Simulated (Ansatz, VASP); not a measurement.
## TeW: VASP beside Ansatz

POSCAR

```
TeW
1.0
    0.0000000000      2.7828287133      2.7828287133
    2.7828287133      0.0000000000      2.7828287133
    2.7828287133      2.7828287133      0.0000000000
W Te
1 1
Direct
    0.0000000000      0.0000000000      0.0000000000
    0.5000000000      0.5000000000      0.5000000000
```

File INCAR.step1:

```
SYSTEM = TeW
PREC = Accurate
ENCUT = 520
ISMEAR = 0
SIGMA = 0.1
LREAL = .FALSE.
LASPH = .TRUE.
NELM = 80
NBANDS = 17
GGA = PE
ALGO = Normal
EDIFF = 1E-4
LWAVE = .TRUE.
LCHARG = .FALSE.
```

Contents of INCAR.step2:

```
SYSTEM = TeW
PREC = Accurate
ENCUT = 520
EDIFF = 1E-7
ISMEAR = 0
SIGMA = 0.1
LREAL = .FALSE.
LASPH = .TRUE.
NELM = 80
ALGO = Normal
ISIF = 2
LWAVE = .FALSE.
LCHARG = .FALSE.
METAGGA = R2SCAN
LMIXTAU = .TRUE.
NBANDS = 17
ISTART = 1
```

The input KPOINTS:

```
Automatic mesh
0
G
  14 14 14
  0 0 0
```

Input for Ansatz:

```yaml
crystal:
  lattice:
    - [0.0, 2.7828287133, 2.7828287133]
    - [2.7828287133, 0.0, 2.7828287133]
    - [2.7828287133, 2.7828287133, 0.0]
  atoms:
    - { symbol: W, position: [0.0, 0.0, 0.0] }
    - { symbol: Te, position: [0.5, 0.5, 0.5] }
basis:
  ecutwfc: 500
kpoints:
  mp_grid: { grid: [14, 14, 14] }
hamiltonian:
  xc: r2scan
scf:
  occupations: { method: gaussian, width: 0.1 }
  lower_state_search: "off"
output:
  forces: true
  stress: true
  eigenvalues: true
```

Alike in both runs: task single point; functional r2SCAN; k mesh 14 × 14 × 14; occupations gaussian, width 0.1 eV; no spin polarisation.

|  | VASP | Ansatz |
| --- | --- | --- |
| version | VASP 6.6.1 | Ansatz 0.2.0 |
| potentials or method | VASP PAW PBE potentials, release 64 (W_sv, Te), cutoff 520 eV | scalar-relativistic, plane waves, PAW |
| valence electrons in the cell | 20 | 30 |

Ansatz gave:

| Item | Value |
| --- | --- |
| gap on the k mesh at the Fermi level (eV) | none |
| pressure (GPa) | -0.2 |

What did VASP give for the same quantities?

gap on the k mesh at the Fermi level (eV): none; pressure (GPa): 0.0.

VASP's potentials were made for PBE, not for r2SCAN. A gap of «none» marks a metal or a gap that the smearing closes. With one functional, cell and mesh, what is left measures potentials, basis and numerics. VASP's potentials hold 20 valence electrons a cell and Ansatz's 30, so a difference there can come from the potentials and not from the codes.

Neither program's run includes spin-orbit coupling.
